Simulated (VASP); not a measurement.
**GaN: single point with PBEsol**

GaN:

```
Ga N
1.0
     3.23032    0.00000    0.00000
    -1.61516    2.79754    0.00000
     0.00000    0.00000    5.18543
Ga N
2 2
Direct
  0.33333 0.66667 0.99919
  0.66667 0.33333 0.49919
  0.33333 0.66667 0.37581
  0.66667 0.33333 0.87581
```

This cell differs from its parent crystal: strain +0.015 along x and y, +0.000 along z.

```
Program             : VASP 6.6.1
Task                : single point
Functional          : PBEsol
Potentials or basis : VASP PAW PBE potentials, release 64 (Ga_d, N)
Cutoff              : 520 eV
k mesh              : 12 × 12 × 6
Occupations         : gaussian, width 0.05 eV
Spin                : no spin polarisation
```

```
Pressure               : -5.4 GPa
Largest force          : 0.136 eV/Å
Band gap on the k mesh : 1.73 eV, direct
```

Forces on the atoms (eV/Å):
```
Ga   0.000  0.000 -0.136
Ga   0.000  0.000 -0.136
N    0.000  0.000  0.136
N    0.000  0.000  0.136
```

Stress tensor (GPa, compression positive):
```
-7.14  0.00  0.00
 0.00 -7.14  0.00
 0.00  0.00 -1.88
```

Levels at points of the mesh, in eV from the valence-band top:
```tsv
k point	band 14	band 15	band 16	band 17	band 18	band 19	band 20	band 21	band 22	band 23
(0.00, 0.00, 0.00)	-1.07	-1.07	0.00	0.00	0.00	1.73	3.90	9.06	9.54	9.54
(0.50, 0.00, 0.00)	-5.17	-4.14	-2.73	-2.17	-0.94	4.78	5.35	5.98	8.38	10.13
(0.00, 0.00, 0.50)	-3.75	-0.55	-0.55	-0.55	-0.55	3.99	3.99	8.32	8.32	10.06
(0.50, 0.00, 0.50)	-6.51	-1.91	-1.91	-1.80	-1.80	4.25	4.25	7.57	7.57	9.73
```

Wall time 100 s on 1 thread of Intel(R) Xeon(R) Platinum 8488C (Sapphire Rapids), with other jobs on the host, peak memory 0.21 GiB.

Caveat: the cell differs from its parent crystal (strain +0.015 along x and y, +0.000 along z); the PAW data sets were made with another functional, which shifts forces and pressure a little.
